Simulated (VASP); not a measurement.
Wanted: the native input for a VASP 6.6.1 run.

```yaml
Task: single point
Functional: PBEsol
Potentials_or_basis: VASP PAW PBE potentials, release 64 (Ag)
Cutoff: 520 eV
k_mesh: 20 × 20 × 20
Occupations: gaussian, width 0.15 eV
Spin: no spin polarisation
Dipole_correction: no
Further_INCAR_settings: ALGO = Normal; EDIFF = 1e-06; NBANDS = 12
```

The structure of Ag lies in POSCAR:

```
Ag
1.0
    0.0000000000      2.0226690000      2.0431000000
    2.0431000000      0.0000000000      2.0431000000
    2.0431000000      2.0226690000      0.0000000000
Ag
1
Direct
    0.0000000000      0.0000000000      0.0000000000
```

This cell differs from its parent crystal: strain -0.0100 x Voigt [0, 1, 0, 0, 0, 0].

One way to write it, as run:

INCAR

```
  ALGO = Normal
  EDIFF = 1E-6
  ENCUT = 520
  GGA = PS
  ISIF = 2
  ISMEAR = 0
  LASPH = True
  LCHARG = False
  LREAL = False
  LWAVE = False
  NBANDS = 12
  NELM = 80
  PREC = Accurate
  SIGMA = 0.15
```

KPOINTS

```
k-points
0
Gamma
  20 20 20
```

Potentials or basis: VASP PAW PBE potentials, release 64 (Ag).

Launch:

```sh
$ cat potpaw_PBE.64/Ag/POTCAR > POTCAR
$ mpirun -np 1 vasp_std > vasp.out
```

It gave:

```
Pressure               : -1.8 GPa
Band gap on the k mesh : zero (an odd number of electrons rules out a gap without spin polarisation)
```

Caveat: the cell differs from its parent crystal (strain -0.0100 x Voigt [0, 1, 0, 0, 0, 0]); the PAW data sets were made with another functional, which shifts forces and pressure a little.

Wall time 46 s on 1 thread of Intel(R) Xeon(R) 6975P-C (Granite Rapids), with other jobs on the host, peak memory 0.24 GiB.
